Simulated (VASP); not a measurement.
# V (Im-3m) in VASP: relaxation of cell and atoms with PBEsol

Aim: the relaxation of cell and atoms of V with PBEsol.

Program: VASP 6.6.1. These are calculated values, not measurements. Logs are shortened: lines on timing, memory, paths and dates and some standing lists are left out, and cuts for length are marked.

## Step 1: The cell of the first run

It takes space group Im-3m (No. 229, cubic). Conventional cell: a = 2.960 Å, b = 2.960 Å, c = 2.960 Å, α = 90.00°, β = 90.00°, γ = 90.00°. V (site symmetry m-3m) has 14 V at 2.56 to 2.96 Å within 3.4 Å.

## Step 2: Relaxation of cell and atoms, PBEsol

INCAR

```
SYSTEM = V
ALGO = Normal
EDIFF = 1E-6
EDIFFG = -0.005
ENCUT = 600
GGA = PS
IBRION = 2
ISIF = 3
ISMEAR = -1
LASPH = .True.
LCHARG = .False.
LREAL = .False.
LWAVE = .False.
NELM = 80
NSW = 60
PREC = Accurate
SIGMA = 0.08
```

KPOINTS

```
k-points
0
Gamma
  24 24 24
  0 0 0
```

POSCAR

```
V
1.0
   -1.4798794642      1.4798794642      1.4798794642
    1.4798794642     -1.4798794642      1.4798794642
    1.4798794642      1.4798794642     -1.4798794642
V
1
Direct
    0.0000000000      0.0000000000      0.0000000000
```

Potentials or basis: VASP PAW PBE potentials, release 64 (V_sv).

Command:

```console
$ cat potpaw_PBE.64/V_sv/POTCAR > POTCAR
$ mpirun -np 1 vasp_std > vasp.out
```

OUTCAR:

```text
SYSTEM = V
   EDIFF = 1E-6
   EDIFFG = -0.005
   ENCUT = 600
   GGA = PS
   IBRION = 2
   ISIF = 3
   ISMEAR = -1
   LASPH = .True.
   LREAL = .False.
   NELM = 80
   NSW = 60
   PREC = Accurate

 ion  position               nearest neighbor table
   1  0.000  0.000  0.000-

  LATTYP: Found a body centered cubic cell.
 ALAT       =     2.9597589284

  Lattice vectors:

 A1 = (  -1.4798794642,   1.4798794642,   1.4798794642)
 A2 = (   1.4798794642,  -1.4798794642,   1.4798794642)
 A3 = (   1.4798794642,   1.4798794642,  -1.4798794642)

Analysis of symmetry for initial positions (statically):
=====================================================================
 Subroutine PRICEL returns:
 Original cell was already a primitive cell.

 Routine SETGRP: Setting up the symmetry group for a
 body centered cubic supercell.

 Subroutine GETGRP returns: Found 48 space group operations
 (whereof 48 operations were pure point group operations)
 out of a pool of 48 trial point group operations.

The static configuration has the point symmetry O_h .

Analysis of symmetry for dynamics (positions and initial velocities):
=====================================================================
 Subroutine PRICEL returns:
 Original cell was already a primitive cell.

 Routine SETGRP: Setting up the symmetry group for a
 body centered cubic supercell.

 Subroutine GETGRP returns: Found 48 space group operations
 (whereof 48 operations were pure point group operations)
 out of a pool of 48 trial point group operations.

The dynamic configuration has the point symmetry O_h .

 Subroutine INISYM returns: Found 48 space group operations
 (whereof 48 operations are pure point group operations),
 and found     1 'primitive' translations

----------------------------------------------------------------------------------------

                                     Primitive cell

  volume of cell :      12.9640

  direct lattice vectors                    reciprocal lattice vectors
    -1.479879464  1.479879464  1.479879464     0.000000000  0.337865355  0.337865355
     1.479879464 -1.479879464  1.479879464     0.337865355  0.000000000  0.337865355
     1.479879464  1.479879464 -1.479879464     0.337865355  0.337865355  0.000000000

  length of vectors
     2.563226421  2.563226421  2.563226421     0.477813767  0.477813767  0.477813767

  position of ions in fractional coordinates (direct lattice)
     0.000000000  0.000000000  0.000000000

  ion indices of the primitive-cell ions
   primitive index   ion index
                 1           1

----------------------------------------------------------------------------------------

 KPOINTS: k-points

Automatic generation of k-mesh.
 Grid dimensions read from file:
 generate k-points for:   24   24   24

 Generating k-lattice:

  Cartesian coordinates                     Fractional coordinates (reciprocal lattice)
     0.000000000  0.014077723  0.014077723     0.041666667  0.000000000  0.000000000
     0.014077723  0.000000000  0.014077723     0.000000000  0.041666667  0.000000000
     0.014077723  0.014077723  0.000000000     0.000000000  0.000000000  0.041666667

  Length of vectors
     0.019908907  0.019908907  0.019908907

  Shift w.r.t. Gamma in fractional coordinates (k-lattice)
     0.000000000  0.000000000  0.000000000

 Subroutine IBZKPT returns following result:
 ===========================================

[... 48 lines left out ...]
   LREAL  =      F    real-space projection
   EDIFFG = -.5E-02   stopping-criterion for IOM
   NSW    =     60    number of steps for IOM
   IBRION =      2    ionic relax: 0-MD 1-quasi-New 2-CG
   NFREE  =      1    steps in history (QN), initial steepest desc. (CG)
   ISIF   =      3    stress and relaxation
   ISYM   =      2    0-nonsym 1-usesym 2-fastsym
   POTIM  = 0.5000    time-step for ionic-motion
   TEBEG  =    0.0;   TEEND  =   0.0 temperature during run
   PSTRESS=    0.0 pullay stress
   NELECT =      13.0000    total number of electrons
   NUPDOWN=      -1.0000    fix difference up-down
   EMIN   =  10.00;   EMAX   =-10.00  energy-range for DOS
   EFERMI =   0.00;   METHOD = LEGACY
   ISMEAR =    -1;   SIGMA  =   0.08  broadening in eV -4-tet -1-fermi 0-gaus
   EFERMI_NEDOS =   21; number of points for ismear=-14 and -15
   IALGO  =     38    algorithm
   IMIX   =      4    mixing-type and parameters
     AMIX     =   0.40;   BMIX     =  1.00
     AMIX_MAG =   1.60;   BMIX_MAG =  1.00
  volume/ion in A,a.u.               =      12.96        87.49
  Fermi-wavevector in a.u.,A,eV,Ry     =   1.638613  3.096529 36.532337  2.685051
  Thomas-Fermi vector in A             =   2.729556
   LORBIT       =      0    0 simple, 1 ext, 2 COOP (PROOUT), +10 PAW based schemes
   GGA     = PS    functional components
   LHFCALC =     F    Hartree Fock is set to
   AEXX    =    0.0000 exact exchange contribution
   IVDW    =     0    specifies the selected vdW correction
   LEPSILON=     F    determine dielectric tensor
   LRPA    =     F    only Hartree local field effects (RPA)
 conjugate gradient relaxation of ions
 non-spin polarized calculation
  energy-cutoff  :      600.00
  volume of cell :       12.96
 maximum number of plane-waves:       456
   NGX = 11   NGY = 11   NGZ = 11

--------------------------------------- Ionic step        1  -------------------------------------------

 number of electron      13.0000002 magnetization

 Free energy of the ion-electron system (eV)
  ---------------------------------------------------
  ext. energy  EPLUGINS =         0.00000000
  ---------------------------------------------------
  free energy    TOTEN  =        -9.65266768 eV

  energy without entropy =       -9.61733493  energy(sigma->0) =       -9.63500131

------------------------ aborting loop because EDIFF is reached ----------------------------------------

  FORCE on cell =-STRESS in cart. coord.  units (eV):
  Direction    XX          YY          ZZ          XY          YZ          ZX
  --------------------------------------------------------------------------------------
  -------------------------------------------------------------------------------------
  Total        0.0051093      0.0051093      0.0051093      0.0000000      0.0000000     -0.0000000
  in kB        0.6314430      0.6314430      0.6314430      0.0000000      0.0000000     -0.0000000
  external PRESSURE =       0.6314430 kB  Pullay stress =       0.0000000 kB

 VOLUME and BASIS-vectors are now :
 -----------------------------------------------------------------------------
  energy-cutoff  :      600.00
  volume of cell :       12.96
      direct lattice vectors                 reciprocal lattice vectors
    -1.479879464  1.479879464  1.479879464     0.000000000  0.337865355  0.337865355
     1.479879464 -1.479879464  1.479879464     0.337865355  0.000000000  0.337865355
     1.479879464  1.479879464 -1.479879464     0.337865355  0.337865355  0.000000000

 POSITION                                       TOTAL-FORCE (eV/Angst)
 -----------------------------------------------------------------------------------
      0.00000      0.00000      0.00000        -0.000000     -0.000000      0.000000
 -----------------------------------------------------------------------------------
    total drift:                                0.000000      0.000000      0.000000

  FREE ENERGIE OF THE ION-ELECTRON SYSTEM (eV)
  ---------------------------------------------------
  free  energy   TOTEN  =        -9.6526676826 eV

  energy  without entropy=       -9.6173349329  energy(sigma->0) =       -9.63500131

--------------------------------------- Ionic step        2  -------------------------------------------

 number of electron      13.0000001 magnetization

 Free energy of the ion-electron system (eV)
  ---------------------------------------------------
  ext. energy  EPLUGINS =         0.00000000
  ---------------------------------------------------
  free energy    TOTEN  =        -9.65266852 eV

  energy without entropy =       -9.61730580  energy(sigma->0) =       -9.63498716

 E-fermi :  10.0471     XC(G=0): -13.2651

 val. band max:       10.0320352989   @ k =  -0.2500   0.2500   0.1250
 cond. band min:      10.0501442003   @ k =  -0.1667   0.1667   0.0417
 fundamental gap:      0.0181089014
 Fermi energy:        10.0470679120

 k-point     1 :       0.0000    0.0000    0.0000
  band No.  band energies     occupation
      1     -53.3935      2.00000
      2     -26.7295      2.00000
      3     -26.7295      2.00000
      4     -26.7295      2.00000
      5       3.3587      2.00000
      6      10.4572      0.01180
      7      10.4572      0.01180
      8      10.4572      0.01180
      9      12.5590      0.00000
     10      12.5590      0.00000
[... 287 lines left out ...]
 k-point    24 :       0.4583    0.0417    0.0000
  band No.  band energies     occupation
      1     -53.1597      2.00000
      2     -27.7451      2.00000
      3     -27.0509      2.00000
      4     -26.7456      2.00000
      5       6.7658      2.00000
      6       8.8431      2.00000
      7      11.5741      0.00000
      8      12.5629      0.00000
      9      13.0515      0.00000
     10      14.4850      0.00000

 [... further k-points ...]

------------------------ aborting loop because EDIFF is reached ----------------------------------------

  FORCE on cell =-STRESS in cart. coord.  units (eV):
  Direction    XX          YY          ZZ          XY          YZ          ZX
  --------------------------------------------------------------------------------------
  -------------------------------------------------------------------------------------
  Total       -0.0018701     -0.0018701     -0.0018701      0.0000000      0.0000000      0.0000000
  in kB       -0.2309546     -0.2309546     -0.2309546      0.0000000      0.0000000      0.0000000
  external PRESSURE =      -0.2309546 kB  Pullay stress =       0.0000000 kB

 VOLUME and BASIS-vectors are now :
 -----------------------------------------------------------------------------
  energy-cutoff  :      600.00
  volume of cell :       12.97
      direct lattice vectors                 reciprocal lattice vectors
    -1.480244235  1.480244235  1.480244235     0.000000000  0.337782096  0.337782096
     1.480244235 -1.480244235  1.480244235     0.337782096  0.000000000  0.337782096
     1.480244235  1.480244235 -1.480244235     0.337782096  0.337782096  0.000000000

 POSITION                                       TOTAL-FORCE (eV/Angst)
 -----------------------------------------------------------------------------------
      1.48024      1.48024      1.48024         0.000000      0.000000      0.000000
 -----------------------------------------------------------------------------------
    total drift:                                0.000000     -0.000000      0.000000

  FREE ENERGIE OF THE ION-ELECTRON SYSTEM (eV)
  ---------------------------------------------------
  free  energy   TOTEN  =        -9.6526685161 eV

  energy  without entropy=       -9.6173058015  energy(sigma->0) =       -9.63498716

 reached required accuracy - stopping structural energy minimisation
```

It took 35 s on 1 thread of Intel Xeon Platinum 8488C (Sapphire Rapids), shared host; peak memory 0.18 GiB.

Results:

```
Free energy                           : -9.6527 eV
Relaxed volume                        : 12.97 Å³/atom
Relaxed cell                          : a = 2.564 Å, b = 2.564 Å, c = 2.564 Å, α = 109.47°, β = 109.47°, γ = 109.47°
Space group after relaxing (to 0.1 Å) : Im-3m (No. 229)
Energy gained by relaxing             : 0.0 meV/atom
Ionic steps                           : 2
Pressure after relaxing               : 0.0 GPa
Band gap on the k mesh                : zero (an odd number of electrons rules out a gap without spin polarisation)
```

Final structure:
```
V
1.0
    -1.48024    1.48024    1.48024
     1.48024   -1.48024    1.48024
     1.48024    1.48024   -1.48024
V
1
Direct
  0.00000 0.00000 0.00000
```

Caveat: the PAW data sets were made with another functional, which shifts forces and pressure a little.
